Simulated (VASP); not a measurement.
# Si (a cell with a defect) in VASP: a series of runs

The runs below take Si (a cell with a defect) through relaxation of the atoms, single point, with PBE.

Everything below comes from runs of VASP 6.6.1. Logs are shortened: lines on timing, memory, paths and dates and some standing lists are left out, and cuts for length are marked.

### Step 1. The cell of the first run

The cell holds a defect, 31 atoms: a = 9.474 Å, b = 9.474 Å, c = 9.474 Å, α = 109.47°, β = 109.47°, γ = 109.47°.

### Step 2. Relaxation of the atoms, PBE (atoms taken out)

INCAR reads:

```
PREC = Accurate
ENCUT = 520
EDIFF = 1E-6
ISMEAR = 0
SIGMA = 0.02
LREAL = Auto
LASPH = True
NELM = 100
ALGO = Normal
ISIF = 2
LWAVE = False
LCHARG = False
GGA = PE
IBRION = 2
NSW = 80
EDIFFG = -0.02
NELECT = 126.0
LUSENCCL = False
```

KPOINTS reads:

```
Automatic mesh
0
Gamma
  2 2 2
  0.5 0.5 0.5
```

POSCAR reads:

```
Si
1.0
    5.4700937548      5.4700937548      5.4700937548
    5.4700937548     -5.4700937548     -5.4700937548
   -5.4700937548      5.4700937548     -5.4700937548
Si
31
Direct
    0.7500000000      0.7500000000      0.2500000000
    0.0000000000      0.7500000000      0.0000000000
    0.7500000000      0.5000000000      0.5000000000
    0.2500000000      0.7500000000      0.7500000000
    0.0000000000      0.5000000000      0.2500000000
    0.5000000000      0.7500000000      0.5000000000
    0.2500000000      0.5000000000      0.0000000000
    0.7500000000      0.2500000000      0.7500000000
    0.0000000000      0.2500000000      0.5000000000
    0.5000000000      0.5000000000      0.7500000000
    0.7500000000      0.0000000000      0.0000000000
    0.2500000000      0.2500000000      0.2500000000
    0.5000000000      0.2500000000      0.0000000000
    0.0000000000      0.0000000000      0.7500000000
    0.2500000000      0.0000000000      0.5000000000
    0.5000000000      0.0000000000      0.2500000000
    0.7500000000      0.7500000000      0.0000000000
    0.5000000000      0.5000000000      0.5000000000
    0.0000000000      0.7500000000      0.7500000000
    0.7500000000      0.5000000000      0.2500000000
    0.2500000000      0.7500000000      0.5000000000
    0.0000000000      0.5000000000      0.0000000000
    0.5000000000      0.2500000000      0.7500000000
    0.7500000000      0.2500000000      0.5000000000
    0.2500000000      0.5000000000      0.7500000000
    0.5000000000      0.0000000000      0.0000000000
    0.0000000000      0.2500000000      0.2500000000
    0.2500000000      0.2500000000      0.0000000000
    0.7500000000      0.0000000000      0.7500000000
    0.0000000000      0.0000000000      0.5000000000
    0.2500000000      0.0000000000      0.2500000000
```

Potentials or basis: VASP PAW PBE potentials, release 64 (Si).

On the command line:

```bash
cat potpaw_PBE.64/Si/POTCAR > POTCAR
mpirun -np 1 vasp_std > vasp.out
```

OUTCAR:

```text
PREC = Accurate
   ENCUT = 520
   EDIFF = 1E-6
   ISMEAR = 0
   LREAL = Auto
   LASPH = True
   NELM = 100
   ISIF = 2
   GGA = PE
   IBRION = 2
   NSW = 80
   EDIFFG = -0.02
   NELECT = 126.0

 ion  position               nearest neighbor table
   1  0.750  0.750  0.250-  17 2.37  20 2.37  30 2.37
   2  0.000  0.750  0.000-  17 2.37  19 2.37  22 2.37  31 2.37
   3  0.750  0.500  0.500-  18 2.37  19 2.37  20 2.37  24 2.37
   4  0.250  0.750  0.750-  19 2.37  21 2.37  25 2.37  26 2.37
   5  0.000  0.500  0.250-  20 2.37  21 2.37  22 2.37  27 2.37
   6  0.500  0.750  0.500-  18 2.37  21 2.37  29 2.37
   7  0.250  0.500  0.000-  22 2.37  25 2.37  28 2.37
   8  0.750  0.250  0.750-  22 2.37  23 2.37  24 2.37  29 2.37
   9  0.000  0.250  0.500-  24 2.37  25 2.37  27 2.37  30 2.37
  10  0.500  0.500  0.750-  17 2.37  18 2.37  23 2.37  25 2.37
  11  0.750  0.000  0.000-  17 2.37  26 2.37  27 2.37  29 2.37
  12  0.250  0.250  0.250-  18 2.37  27 2.37  28 2.37  31 2.37
  13  0.500  0.250  0.000-  20 2.37  23 2.37  26 2.37  28 2.37
  14  0.000  0.000  0.750-  19 2.37  28 2.37  29 2.37  30 2.37
  15  0.250  0.000  0.500-  21 2.37  23 2.37  30 2.37  31 2.37
  16  0.500  0.000  0.250-  24 2.37  26 2.37  31 2.37
  17  0.750  0.750  0.000-   1 2.37   2 2.37  10 2.37  11 2.37
  18  0.500  0.500  0.500-   3 2.37   6 2.37  10 2.37  12 2.37
  19  0.000  0.750  0.750-   2 2.37   3 2.37   4 2.37  14 2.37
  20  0.750  0.500  0.250-   1 2.37   3 2.37   5 2.37  13 2.37
  21  0.250  0.750  0.500-   4 2.37   5 2.37   6 2.37  15 2.37
  22  0.000  0.500  0.000-   2 2.37   5 2.37   7 2.37   8 2.37
  23  0.500  0.250  0.750-   8 2.37  10 2.37  13 2.37  15 2.37
  24  0.750  0.250  0.500-   3 2.37   8 2.37   9 2.37  16 2.37
  25  0.250  0.500  0.750-   4 2.37   7 2.37   9 2.37  10 2.37
  26  0.500  0.000  0.000-   4 2.37  11 2.37  13 2.37  16 2.37
  27  0.000  0.250  0.250-   5 2.37   9 2.37  11 2.37  12 2.37
  28  0.250  0.250  0.000-   7 2.37  12 2.37  13 2.37  14 2.37
  29  0.750  0.000  0.750-   6 2.37   8 2.37  11 2.37  14 2.37
  30  0.000  0.000  0.500-   1 2.37   9 2.37  14 2.37  15 2.37
  31  0.250  0.000  0.250-   2 2.37  12 2.37  15 2.37  16 2.37

  LATTYP: Found a body centered cubic cell.
 ALAT       =    10.9401875096

  Lattice vectors:

 A1 = (   5.4700937548,   5.4700937548,   5.4700937548)
 A2 = (   5.4700937548,  -5.4700937548,  -5.4700937548)
 A3 = (  -5.4700937548,   5.4700937548,  -5.4700937548)

Analysis of symmetry for initial positions (statically):
=====================================================================
 Subroutine PRICEL returns:
 Original cell was already a primitive cell.

 Routine SETGRP: Setting up the symmetry group for a
 body centered cubic supercell.

 Subroutine GETGRP returns: Found 24 space group operations
 (whereof  4 operations were pure point group operations)
[... 187 lines left out ...]
  energy-cutoff  :      520.00
  volume of cell :      654.70
 maximum number of plane-waves:     17628
 NGX is ok and might be reduce to    70
   NGX = 35   NGY = 35   NGZ = 35

--------------------------------------- Ionic step        1  -------------------------------------------

 number of electron     126.0000009 magnetization

 Free energy of the ion-electron system (eV)
  ---------------------------------------------------
  ext. energy  EPLUGINS =         0.00000000
  ---------------------------------------------------
  free energy    TOTEN  =      -152.68415992 eV

  energy without entropy =     -152.67355964  energy(sigma->0) =     -152.67885978

------------------------ aborting loop because EDIFF is reached ----------------------------------------

  FORCE on cell =-STRESS in cart. coord.  units (eV):
  Direction    XX          YY          ZZ          XY          YZ          ZX
  --------------------------------------------------------------------------------------
  -------------------------------------------------------------------------------------
  Total       16.2386050     16.2386050     16.2386050      0.0000000      0.0000000     -0.0000000
  in kB       39.7388229     39.7388229     39.7388229      0.0000000      0.0000000     -0.0000000
  external PRESSURE =      39.7388229 kB  Pullay stress =       0.0000000 kB
[... 176 lines left out ...]
  FREE ENERGIE OF THE ION-ELECTRON SYSTEM (eV)
  ---------------------------------------------------
  free  energy   TOTEN  =      -152.8113255843 eV

  energy  without entropy=     -152.8007253066  energy(sigma->0) =     -152.80602545

[... ionic steps 4 to 8 ...]

--------------------------------------- Ionic step        9  -------------------------------------------

 number of electron     126.0000007 magnetization

------------------------ aborting loop because EDIFF is reached ----------------------------------------
[... 125 lines left out ...]
--------------------------------------- Ionic step       11  -------------------------------------------

 number of electron     126.0000007 magnetization

 Free energy of the ion-electron system (eV)
  ---------------------------------------------------
  ext. energy  EPLUGINS =         0.00000000
  ---------------------------------------------------
  free energy    TOTEN  =      -153.06871076 eV

  energy without entropy =     -153.05811049  energy(sigma->0) =     -153.06341063

 E-fermi :   5.5908     XC(G=0):  -9.2983

 val. band max:        5.5771299035   @ k =  -0.2500   0.2500   0.2500
 cond. band min:       5.7653867903   @ k =   0.2500   0.2500   0.2500
 fundamental gap:      0.1882568868
 Fermi energy:         5.5908113022

 k-point     1 :       0.2500    0.2500    0.2500
  band No.  band energies     occupation
      1      -5.6552      2.00000
      2      -5.6552      2.00000
      3      -5.6552      2.00000
      4      -5.3840      2.00000
      5      -3.8411      2.00000
      6      -3.8411      2.00000
[... 67 lines left out ...]
     74       7.0509      0.00000
     75       7.0509      0.00000

 k-point     2 :      -0.2500    0.2500    0.2500
  band No.  band energies     occupation
      1      -6.1122      2.00000
      2      -5.1663      2.00000
      3      -5.1036      2.00000
      4      -5.1036      2.00000
      5      -4.9548      2.00000
      6      -4.2928      2.00000
[... 67 lines left out ...]
     74       7.7409      0.00000
     75       7.7786      0.00000
 [bands above 75 left out]

------------------------ aborting loop because EDIFF is reached ----------------------------------------

  FORCE on cell =-STRESS in cart. coord.  units (eV):
  Direction    XX          YY          ZZ          XY          YZ          ZX
  --------------------------------------------------------------------------------------
  -------------------------------------------------------------------------------------
  Total       10.0626683     10.0626683     10.0626683      0.0000000      0.0000000     -0.0000000
  in kB       24.6251813     24.6251813     24.6251813      0.0000000      0.0000000     -0.0000000
  external PRESSURE =      24.6251813 kB  Pullay stress =       0.0000000 kB
[... 46 lines left out ...]
  FREE ENERGIE OF THE ION-ELECTRON SYSTEM (eV)
  ---------------------------------------------------
  free  energy   TOTEN  =      -153.0687107646 eV

  energy  without entropy=     -153.0581104869  energy(sigma->0) =     -153.06341063

 reached required accuracy - stopping structural energy minimisation
```

OSZICAR:

```text
N       E                     dE             d eps       ncg     rms          rms(c)
DAV:   1     0.370856647205E+03    0.37086E+03   -0.48446E+04   316   0.132E+03
DAV:   2    -0.120191614174E+03   -0.49105E+03   -0.47016E+03   386   0.189E+02
DAV:   3    -0.154795554624E+03   -0.34604E+02   -0.33949E+02   384   0.445E+01
[... 90 lines left out ...]
DAV:   2    -0.153068746846E+03   -0.35402E-03   -0.38066E-03   392   0.176E-01    0.378E-02
DAV:   3    -0.153068716068E+03    0.30778E-04   -0.99904E-05   361   0.335E-02    0.234E-02
DAV:   4    -0.153068709778E+03    0.62894E-05   -0.62299E-05   377   0.202E-02    0.768E-03
DAV:   5    -0.153068710638E+03   -0.85916E-06   -0.11397E-05   360   0.919E-03    0.603E-03
DAV:   6    -0.153068710765E+03   -0.12708E-06   -0.32379E-07   187   0.200E-03
  11 F= -.15306871E+03 E0= -.15306341E+03  d E =-.391574E-03
```

CONTCAR:

```text
Si
    1.000000000000000
     5.4700937547999997    5.4700937547999997    5.4700937547999997
     5.4700937547999997   -5.4700937547999997   -5.4700937547999997
    -5.4700937547999997    5.4700937547999997   -5.4700937547999997
  Si
    31
Direct
     0.7219371339566867    0.7500000000000000    0.2500000000000000
     0.9998865633649981    0.7500000000000000    0.0017699699188835
     0.7482300300811164    0.4981165934461148    0.4982300300811165
     0.2517699699188835    0.7500000000000000    0.7498865633649981
     0.9998865633649981    0.5017699699188836    0.2500000000000000
     0.5000000000000000    0.7500000000000000    0.4719371339566868
[... 23 lines left out ...]
     0.9921529078931751    0.9930725886599533    0.4930725886599532
     0.2569274113400468    0.9990803192332218    0.2500000000000000

  0.00000000E+00  0.00000000E+00  0.00000000E+00
  0.00000000E+00  0.00000000E+00  0.00000000E+00
  0.00000000E+00  0.00000000E+00  0.00000000E+00
  0.00000000E+00  0.00000000E+00  0.00000000E+00
  0.00000000E+00  0.00000000E+00  0.00000000E+00
  0.00000000E+00  0.00000000E+00  0.00000000E+00
[... 23 lines left out ...]
  0.00000000E+00  0.00000000E+00  0.00000000E+00
  0.00000000E+00  0.00000000E+00  0.00000000E+00
```

Wall time 1.9 min (1 × NVIDIA H100 80GB with 1 thread of Intel Xeon Platinum 8481C at 2.70GHz (Sapphire Rapids), shared host); peak memory 1.5 GiB.

What came out:

```yaml
Free_energy: -153.0687 eV
Energy_gained_by_relaxing: 12.4 meV/atom
Ionic_steps: 11
Largest_force_after_relaxing: 0.019 eV/Å
```

Forces on the atoms (eV/Å):
```
Si  -0.001 -0.001 -0.001
Si  -0.009 -0.014 -0.009
Si  -0.009  0.014  0.009
Si   0.009 -0.014  0.009
Si  -0.014 -0.009 -0.009
Si   0.001 -0.001  0.001
Si   0.001  0.001 -0.001
Si   0.009  0.009 -0.014
Si   0.014  0.009 -0.009
Si   0.009 -0.009  0.014
Si   0.014 -0.009  0.009
Si  -0.014  0.009  0.009
Si  -0.009  0.009  0.014
Si   0.009  0.014 -0.009
Si  -0.009 -0.009 -0.014
Si  -0.001  0.001  0.001
Si   0.004  0.018  0.004
Si  -0.004  0.004 -0.018
Si   0.000  0.000  0.000
Si   0.018  0.004  0.004
Si  -0.004  0.018 -0.004
Si  -0.004 -0.004  0.018
Si   0.000  0.000  0.000
Si   0.004 -0.018 -0.004
Si  -0.018 -0.004  0.004
Si   0.004 -0.004 -0.018
Si   0.000  0.000  0.000
Si  -0.004 -0.018  0.004
Si  -0.018  0.004 -0.004
Si   0.004  0.004  0.018
Si   0.018 -0.004 -0.004
```

Step by step:
```tsv
step	energy change (eV)	largest force (eV/Å)	pressure (GPa)
1	0.0000	0.5378	3.97
2	-0.0929	0.4888	3.87
3	-0.1272	0.4373	3.75
4	-0.1995	0.3759	3.56
5	-0.3284	0.2110	2.99
6	-0.3439	0.2586	2.71
7	-0.3757	0.0567	2.54
8	-0.3761	0.0527	2.52
9	-0.3799	0.0412	2.51
10	-0.3842	0.0296	2.47
11	-0.3846	0.0187	2.46
```

Final structure:
```xyz
31
Lattice="5.4701 5.4701 5.4701 5.4701 -5.4701 -5.4701 -5.4701 5.4701 -5.4701" Properties=species:S:1:pos:R:3 pbc="T T T"
Si    6.6841    1.2140   -1.5210
Si    9.5624    1.3766    1.3572
Si    4.0923    4.0935   -1.3572
Si    1.3778    1.3766   -6.8273
Si    6.8467    4.0923    1.3572
Si    4.2561    1.2140   -3.9491
Si    4.2561   -1.2140   -1.5210
Si    1.3778    6.8479   -1.3585
Si   -1.3766    1.3778   -4.1129
Si    1.3778    4.0923   -4.1116
Si    4.0935    4.0923   -6.8273
Si    1.3766    1.3778   -1.3572
Si    4.0923    1.3778    1.3585
Si   -4.0923    4.0935   -4.1129
Si    4.0923   -1.3778   -6.8286
Si    6.6841   -1.2140   -3.9491
Si    8.1622    0.0329   -0.0429
Si    2.7780    2.6921   -2.7679
Si    5.4701    5.4701   -2.7350
Si    5.5030    2.6921   -0.0429
Si    2.7780    0.0329   -5.4272
Si    2.7780   -2.6921   -2.7022
Si    0.0000    5.4701   -2.7350
Si    2.6921    5.4372    0.0429
Si   -0.0329    2.7780   -5.5130
Si    8.1622   -2.6921   -2.7679
Si    5.4701    5.4701    2.7350
Si    2.7780   -0.0329   -0.0429
Si    5.4372    2.6921   -5.4272
Si    8.1622    2.6921   -2.7022
Si    5.5030   -2.6921   -5.4272
```

Levels at points of the mesh, in eV from the Fermi level:
```tsv
k point	band 58	band 59	band 60	band 61	band 62	band 63	band 64	band 65	band 66	band 67
(0.25, 0.25, 0.25)	-0.97	-0.97	-0.94	-0.94	0.17	0.17	0.17	1.24	1.24	1.27
```

Caveat: the k points lie up to 0.41 Å⁻¹ apart; the cell carries a net charge on a neutralising background, which shifts energy and pressure; the cell differs from its parent crystal (atoms taken out); the cell is charged against a uniform background, so pressure and absolute levels hang on convention.

[end of part 1 of 2]
